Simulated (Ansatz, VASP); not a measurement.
## ZnSe: VASP beside Ansatz

```
Zn Se
1.0
     0.00000    2.77723    2.77723
     2.77723    0.00000    2.77723
     2.77723    2.77723    0.00000
Zn Se
1 1
Direct
  0.00000 0.00000 0.00000
  0.25000 0.25000 0.25000
```

Alike in both runs: task single point; functional PBE; k mesh 8 × 8 × 8; occupations gaussian, width 0.02 eV; no spin polarisation.

|  | VASP | Ansatz |
| --- | --- | --- |
| version | VASP 6.6.1 | Ansatz 0.2.0 |
| potentials or method | VASP PAW PBE potentials, release 64 (Zn, Se), cutoff 500 eV | scalar-relativistic, plane waves, PAW |
| valence electrons in the cell | 18 | 28 |

Ansatz gave:

| Quantity | Value |
| --- | --- |
| gap on the k mesh at the Fermi level (eV) | 1.54 |
| least direct gap on the mesh (eV) | 1.54 |
| pressure (GPa) | 6.7 |

What did VASP give for the same quantities?

gap on the k mesh at the Fermi level (eV): 1.54; least direct gap on the mesh (eV): 1.54; pressure (GPa): 7.0.

VASP's potentials hold 18 valence electrons a cell and Ansatz's 28, so a difference there can come from the potentials and not from the codes.
